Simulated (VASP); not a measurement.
# Sc3H2 (Cmmm) in VASP: single point with PBE

Aim: the single point of Sc3H2 with PBE.

All numbers are computed with VASP 6.6.1; they aren't measurements. Logs are shortened: lines on timing, memory, paths and dates and some standing lists are left out, and cuts for length are marked.

**1. The cell of the first run**

It takes space group Cmmm (No. 65, orthorhombic). Conventional cell: a = 5.101 Å, b = 8.869 Å, c = 3.225 Å, α = 90.00°, β = 90.00°, γ = 90.00°. Within 3.0 Å of Sc (site symmetry m2m) lie 4 H at 2.19 Å and 3 Sc at 2.92 to 2.97 Å. Sc (site symmetry mmm) has 4 H at 2.56 Å and 14 Sc at 3.23 to 3.38 Å within 3.4 Å. Within 2.9 Å of H (site symmetry 2/m) lie 6 Sc at 2.19 to 2.56 Å and 2 H at 2.55 Å.

**2. Single point, PBE**

The input, INCAR:

```
SYSTEM = Sc3H2
PREC = Accurate
ENCUT = 520
EDIFF = 1E-7
ISMEAR = 0
SIGMA = 0.1
LREAL = .False.
LASPH = .True.
NELM = 60
ALGO = Normal
ISIF = 2
LWAVE = .False.
LCHARG = .False.
GGA = PE
NBANDS = 26
```

The input, KPOINTS:

```
regular mesh
0
Gamma
  8 8 10
  0 0 0
```

The input, POSCAR:

```
Sc3H2
1.0
    4.4346304543     -2.5504070369      0.0024060314
    4.4346304543      2.5504070369      0.0024060314
   -0.0017500088      0.0000000000      3.2254949575
Sc H
3 2
Direct
    0.3354698378      0.3354698378      1.0000000000
    0.0000000000      0.0000000000      0.5000000000
    0.6645301622      0.6645301622      0.0000000000
    0.0000000000      0.5000000000      0.5000000000
    0.5000000000      0.0000000000      0.5000000000
```

Potentials or basis: VASP PAW PBE potentials, release 64 (Sc_sv, H).

On the command line:

```console
$ cat potpaw_PBE.64/Sc_sv/POTCAR potpaw_PBE.64/H/POTCAR > POTCAR
$ mpirun -np 1 vasp_std > vasp.out
```

OUTCAR:

```text
SYSTEM = Sc3H2
   PREC = Accurate
   ENCUT = 520
   EDIFF = 1E-7
   ISMEAR = 0
   LREAL = .False.
   LASPH = .True.
   NELM = 60
   ISIF = 2
   GGA = PE

 ion  position               nearest neighbor table
   1  0.335  0.335  0.000-   3 2.92   3 2.97   3 2.97   2 3.35   2 3.35   2 3.35   2 3.35   2 3.38
                             2 3.38
   2  0.000  0.000  0.500-   3 3.35   3 3.35   1 3.35   1 3.35   1 3.35   3 3.35   1 3.35   3 3.35
                             1 3.38   3 3.38   1 3.38   3 3.38
   3  0.665  0.665  0.000-   1 2.92   1 2.97   1 2.97   2 3.35   2 3.35   2 3.35   2 3.35   2 3.38
                             2 3.38
   4  0.000  0.500  0.500-
   5  0.500  0.000  0.500-

  LATTYP: Found a base centered orthorhombic cell.
 ALAT       =     5.1008140738
 B/A-ratio  =     1.7387934721
 C/A-ratio  =     0.6323491477

  Lattice vectors:

 A1 = (  -4.4346304543,  -2.5504070369,  -0.0024060314)
 A2 = (   4.4346304543,  -2.5504070369,   0.0024060314)
 A3 = (  -0.0017500088,   0.0000000000,   3.2254949575)

Analysis of symmetry for initial positions (statically):
=====================================================================
 Subroutine PRICEL returns:
 Original cell was already a primitive cell.

 Routine SETGRP: Setting up the symmetry group for a
 base centered orthorhombic supercell.

 Subroutine GETGRP returns: Found  8 space group operations
 (whereof  8 operations were pure point group operations)
 out of a pool of  8 trial point group operations.

The static configuration has the point symmetry D_2h.

Analysis of symmetry for dynamics (positions and initial velocities):
=====================================================================
 Subroutine PRICEL returns:
 Original cell was already a primitive cell.

 Routine SETGRP: Setting up the symmetry group for a
 base centered orthorhombic supercell.

 Subroutine GETGRP returns: Found  8 space group operations
 (whereof  8 operations were pure point group operations)
 out of a pool of  8 trial point group operations.

The dynamic configuration has the point symmetry D_2h.

 Subroutine INISYM returns: Found  8 space group operations
 (whereof  8 operations are pure point group operations),
 and found     1 'primitive' translations

----------------------------------------------------------------------------------------

                                     Primitive cell

  volume of cell :      72.9614

  direct lattice vectors                    reciprocal lattice vectors
     4.434630454 -2.550407037  0.002406031     0.112748933 -0.196047138  0.000061173
     4.434630454  2.550407037  0.002406031     0.112748933  0.196047138  0.000061173
    -0.001750009  0.000000000  3.225494958    -0.000168208  0.000000000  0.310029846

  length of vectors
     5.115713939  5.115713939  3.225495432     0.226156596  0.226156596  0.310029892

  position of ions in fractional coordinates (direct lattice)
     0.335469838  0.335469838  1.000000000
     0.000000000  0.000000000  0.500000000
     0.664530162  0.664530162  1.000000000
     0.000000000  0.500000000  0.500000000
     0.500000000  0.000000000  0.500000000

  ion indices of the primitive-cell ions
   primitive index   ion index
                 1           1
                 2           2
                 3           3
                 4           4
                 5           5

----------------------------------------------------------------------------------------

 KPOINTS: regular mesh

Automatic generation of k-mesh.
 Grid dimensions read from file:
 generate k-points for:    8    8   10

 Generating k-lattice:

  Cartesian coordinates                     Fractional coordinates (reciprocal lattice)
     0.014093617 -0.024505892  0.000007647     0.125000000  0.000000000  0.000000000
     0.014093617  0.024505892  0.000007647     0.000000000  0.125000000  0.000000000
    -0.000016821  0.000000000  0.031002985     0.000000000  0.000000000  0.100000000

  Length of vectors
     0.028269575  0.028269575  0.031002989

  Shift w.r.t. Gamma in fractional coordinates (k-lattice)
     0.000000000  0.000000000  0.000000000

 Subroutine IBZKPT returns following result:
 ===========================================

 Found    126 irreducible k-points:

 Following reciprocal coordinates:
            Coordinates               Weight
  0.000000  0.000000  0.000000      1.000000
  0.125000  0.000000 -0.000000      4.000000
  0.250000  0.000000 -0.000000      4.000000
  0.375000  0.000000 -0.000000      4.000000
  0.500000  0.000000 -0.000000      2.000000
  0.125000  0.125000 -0.000000      2.000000
[... 16 lines left out ...]
  0.125000  0.000000  0.100000      8.000000
  0.250000  0.000000  0.100000      8.000000
 [... further k-points ...]
   k-points           NKPTS =    126   k-points in BZ     NKDIM =    126   number of bands    NBANDS=     26
   number of dos      NEDOS =    301   number of ions     NIONS =      5
   total plane-waves  NPLWV =  38400
   dimension x,y,z NGX =    40 NGY =   40 NGZ =   24
   dimension x,y,z NGXF=    80 NGYF=   80 NGZF=   48
   ions per type =               3   2
   NGX,Y,Z   is equivalent  to a cutoff of  13.00, 13.00, 12.37 a.u.
   NGXF,Y,Z  is equivalent  to a cutoff of  26.00, 26.00, 24.74 a.u.
 SYSTEM =  Sc3H2
   PREC   = accura    normal or accurate (medium, high low for compatibility)
   ISTART =      0    job   : 0-new  1-cont  2-samecut
   ICHARG =      2    charge: 1-file 2-atom 10-const
   ISPIN  =      1    spin polarized calculation?
   LNONCOLLINEAR =      F non collinear calculations
   LSORBIT =      F    spin-orbit coupling
   LASPH  =      T    aspherical Exc in radial PAW
   ENCUT  =  520.0 eV  38.22 Ry    6.18 a.u.   9.51  9.51  6.00*2*pi/ulx,y,z
   NELM   =     60;   NELMIN=  2; NELMDL= -5     # of ELM steps
   EDIFF  = 0.1E-06   stopping-criterion for ELM
   LREAL  =      F    real-space projection
   EDIFFG = 0.1E-05   stopping-criterion for IOM
   NSW    =      0    number of steps for IOM
   IBRION =     -1    ionic relax: 0-MD 1-quasi-New 2-CG
   NFREE  =      0    steps in history (QN), initial steepest desc. (CG)
   ISIF   =      2    stress and relaxation
   ISYM   =      2    0-nonsym 1-usesym 2-fastsym
   POTIM  = 0.5000    time-step for ionic-motion
   TEBEG  =    0.0;   TEEND  =   0.0 temperature during run
   PSTRESS=    0.0 pullay stress
   NELECT =      35.0000    total number of electrons
   NUPDOWN=      -1.0000    fix difference up-down
   EMIN   =  10.00;   EMAX   =-10.00  energy-range for DOS
   EFERMI =   0.00;   METHOD = LEGACY
   ISMEAR =     0;   SIGMA  =   0.10  broadening in eV -4-tet -1-fermi 0-gaus
   EFERMI_NEDOS =   21; number of points for ismear=-14 and -15
   IALGO  =     38    algorithm
   IMIX   =      4    mixing-type and parameters
     AMIX     =   0.40;   BMIX     =  1.00
     AMIX_MAG =   1.60;   BMIX_MAG =  1.00
  volume/ion in A,a.u.               =      14.59        98.47
  Fermi-wavevector in a.u.,A,eV,Ry     =   1.281543  2.421764 22.345547  1.642351
  Thomas-Fermi vector in A             =   2.413906
   LORBIT       =      0    0 simple, 1 ext, 2 COOP (PROOUT), +10 PAW based schemes
   GGA     = PE    functional components
   LHFCALC =     F    Hartree Fock is set to
   AEXX    =    0.0000 exact exchange contribution
   IVDW    =     0    specifies the selected vdW correction
   LEPSILON=     F    determine dielectric tensor
   LRPA    =     F    only Hartree local field effects (RPA)
 non-spin polarized calculation
 Gauss-broadening in eV      SIGMA  =   0.10
  energy-cutoff  :      520.00
  volume of cell :       72.96
 maximum number of plane-waves:      1992
 NGX is ok and might be reduce to    40
   NGX = 19   NGY = 19   NGZ = 11

 number of electron      35.0000005 magnetization

 Free energy of the ion-electron system (eV)
  ---------------------------------------------------
  ext. energy  EPLUGINS =         0.00000000
  ---------------------------------------------------
  free energy    TOTEN  =       -27.04315173 eV

  energy without entropy =      -27.02585436  energy(sigma->0) =      -27.03450304

 E-fermi :   4.2937     XC(G=0): -10.2977

 val. band max:        4.2876584035   @ k =   0.3750   0.0000   0.1000
 cond. band min:       4.3013246147   @ k =   0.3750   0.1250  -0.0000
 fundamental gap:      0.0136662112
 Fermi energy:         4.2936772378

 k-point     1 :       0.0000    0.0000    0.0000
  band No.  band energies     occupation
      1     -45.2792      2.00000
      2     -45.1287      2.00000
      3     -45.0348      2.00000
      4     -24.0443      2.00000
      5     -23.9480      2.00000
      6     -23.9332      2.00000
[... 18 lines left out ...]
     25       6.5229      0.00000
     26       6.5290      0.00000

 k-point     2 :       0.1250    0.0000   -0.0000
  band No.  band energies     occupation
      1     -45.2783      2.00000
      2     -45.1263      2.00000
      3     -45.0381      2.00000
      4     -24.0591      2.00000
      5     -23.9723      2.00000
      6     -23.9041      2.00000
[... 18 lines left out ...]
     25       6.7750      0.00000
     26       6.8304      0.00000

 k-point     3 :       0.2500    0.0000   -0.0000
  band No.  band energies     occupation
      1     -45.2762      2.00000
      2     -45.1193      2.00000
      3     -45.0473      2.00000
      4     -24.0828      2.00000
      5     -23.9848      2.00000
      6     -23.8691      2.00000
[... 18 lines left out ...]
     25       7.1356      0.00000
     26       7.2415      0.00000

 k-point     4 :       0.3750    0.0000   -0.0000
  band No.  band energies     occupation
      1     -45.2743      2.00000
      2     -45.1092      2.00000
      3     -45.0595      2.00000
      4     -24.1005      2.00000
      5     -23.9683      2.00000
      6     -23.8454      2.00000
[... 18 lines left out ...]
     25       6.9018      0.00000
     26       7.4622      0.00000

 k-point     5 :       0.5000    0.0000   -0.0000
  band No.  band energies     occupation
      1     -45.2735      2.00000
      2     -45.1029      2.00000
      3     -45.0667      2.00000
      4     -24.1072      2.00000
      5     -23.9483      2.00000
      6     -23.8385      2.00000
[... 18 lines left out ...]
     25       6.9847      0.00000
     26       7.7298      0.00000

 k-point     6 :       0.1250    0.1250   -0.0000
  band No.  band energies     occupation
      1     -45.2783      2.00000
      2     -45.1261      2.00000
      3     -45.0383      2.00000
      4     -24.0516      2.00000
      5     -23.9938      2.00000
      6     -23.8870      2.00000
[... 427 lines left out ...]
 k-point    21 :       0.5000    0.5000   -0.0000
  band No.  band energies     occupation
      1     -45.2737      2.00000
      2     -45.0993      2.00000
      3     -45.0702      2.00000
      4     -24.0779      2.00000
      5     -24.0362      2.00000
      6     -23.8007      2.00000
[... 18 lines left out ...]
     25       7.2689      0.00000
     26       7.7100      0.00000

 k-point    22 :       0.0000    0.0000    0.1000
  band No.  band energies     occupation
      1     -45.2765      2.00000
      2     -45.1268      2.00000
      3     -45.0326      2.00000
      4     -24.0401      2.00000
      5     -23.9426      2.00000
      6     -23.9289      2.00000
[... 18 lines left out ...]
     25       6.4830      0.00000
     26       6.6065      0.00000

 k-point    23 :       0.1250    0.0000    0.1000
  band No.  band energies     occupation
      1     -45.2757      2.00000
      2     -45.1244      2.00000
      3     -45.0359      2.00000
      4     -24.0539      2.00000
      5     -23.9661      2.00000
      6     -23.9015      2.00000
[... 18 lines left out ...]
     25       6.8261      0.00000
     26       6.8838      0.00000

 k-point    24 :       0.2500    0.0000    0.1000
  band No.  band energies     occupation
      1     -45.2738      2.00000
      2     -45.1172      2.00000
      3     -45.0451      2.00000
      4     -24.0762      2.00000
      5     -23.9792      2.00000
      6     -23.8691      2.00000
[... 18 lines left out ...]
     25       7.1987      0.00000
     26       7.2741      0.00000

 [... further k-points ...]

------------------------ aborting loop because EDIFF is reached ----------------------------------------

  FORCE on cell =-STRESS in cart. coord.  units (eV):
  Direction    XX          YY          ZZ          XY          YZ          ZX
  --------------------------------------------------------------------------------------
  -------------------------------------------------------------------------------------
  Total        0.0150288      0.0356430      0.0365457      0.0000000      0.0000000     -0.0000117
  in kB        0.3300212      0.7826935      0.8025164      0.0000000      0.0000000     -0.0002564
  external PRESSURE =       0.6384104 kB  Pullay stress =       0.0000000 kB

 VOLUME and BASIS-vectors are now :
 -----------------------------------------------------------------------------
  energy-cutoff  :      520.00
  volume of cell :       72.96
      direct lattice vectors                 reciprocal lattice vectors
     4.434630454 -2.550407037  0.002406031     0.112748933 -0.196047138  0.000061173
     4.434630454  2.550407037  0.002406031     0.112748933  0.196047138  0.000061173
    -0.001750009  0.000000000  3.225494958    -0.000168208  0.000000000  0.310029846

 POSITION                                       TOTAL-FORCE (eV/Angst)
 -----------------------------------------------------------------------------------
      2.97537      0.00000      0.00161         0.008309     -0.000000      0.000005
     -0.00088      0.00000      1.61275        -0.000000     -0.000000      0.000000
      5.89389      0.00000      0.00320        -0.008309     -0.000000     -0.000005
      2.21644      1.27520      1.61395        -0.000000     -0.000000      0.000000
      2.21644     -1.27520      1.61395        -0.000000      0.000000      0.000000
 -----------------------------------------------------------------------------------
    total drift:                                0.000000     -0.000000      0.000000

  FREE ENERGIE OF THE ION-ELECTRON SYSTEM (eV)
  ---------------------------------------------------
  free  energy   TOTEN  =       -27.0431517252 eV

  energy  without entropy=      -27.0258543606  energy(sigma->0) =      -27.03450304
```

Wall time 2.1 min (1 thread of Intel Xeon 6975P-C (Granite Rapids), shared host); peak memory 0.32 GiB.

What came out:

| Property | Result |
| --- | --- |
| Free energy | -27.0432 eV |
| Pressure | 0.1 GPa |
| Largest force | 0.008 eV/Å |
| Band gap on the k mesh | zero (an odd number of electrons rules out a gap without spin polarisation) |

Forces in eV/Å, atoms in the order of the input:
```
Sc   0.008  0.000  0.000
Sc   0.000  0.000  0.000
Sc  -0.008  0.000  0.000
H    0.000  0.000  0.000
H    0.000  0.000  0.000
```

Levels at points of the mesh, in eV from the Fermi level:
```
           k point  band 14  band 15  band 16  band 17  band 18  band 19  band 20  band 21  band 22  band 23
(0.00, 0.00, 0.00)    -4.46    -1.94    -0.54    -0.54    -0.15    -0.10     1.49     1.82     1.88     1.88
(0.50, 0.00, 0.00)    -6.26    -2.38    -0.71     0.19     0.23     0.33     0.64     1.05     1.35     1.99
(0.50, 0.50, 0.00)    -4.24    -3.31    -1.99     0.21     0.32     0.41     0.64     1.08     1.26     2.13
(0.00, 0.00, 0.50)    -5.08    -2.15    -1.16    -0.74    -0.57     1.11     1.12     1.33     1.69     3.01
(0.50, 0.00, 0.50)    -5.35    -1.48    -0.70    -0.25    -0.13     0.36     0.77     0.90     1.38     2.54
(0.50, 0.50, 0.50)    -4.96    -1.82    -1.69    -0.25    -0.17     0.74     0.89     0.91     1.12     2.64
```
